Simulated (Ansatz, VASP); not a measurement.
# Hf: VASP beside Ansatz

```xyz
1
Lattice="0.0000 2.1756 2.2200 2.1756 0.0000 2.2200 2.1756 2.1756 0.0000" Properties=species:S:1:pos:R:3 pbc="T T T"
Hf    0.0000    0.0000    0.0000
```

Change from the starting cell: equal xx and yy strain of -2 %.

Alike in both runs: task single point; functional PBEsol; k mesh 16 × 16 × 16; occupations fermi-dirac, width 0.03 eV; no spin polarisation.

```csv
,VASP,Ansatz
version,VASP 6.6.1,Ansatz 0.2.0
potentials or method,"VASP PAW PBE potentials, release 64 (Hf_pv), cutoff 520 eV","all-electron LAPW, scalar-relativistic"
```

```csv
,VASP,Ansatz,Ansatz less VASP
pressure (GPa),2.4,2.8,+0.43
"traceless stress, the component that is largest in VASP (GPa)",-0.35,-0.33,+0.018
```

VASP's potentials were made for PBE, not for PBEsol. Ansatz ran all-electron here, and VASP with PAW potentials.

Spin-orbit coupling is off throughout.
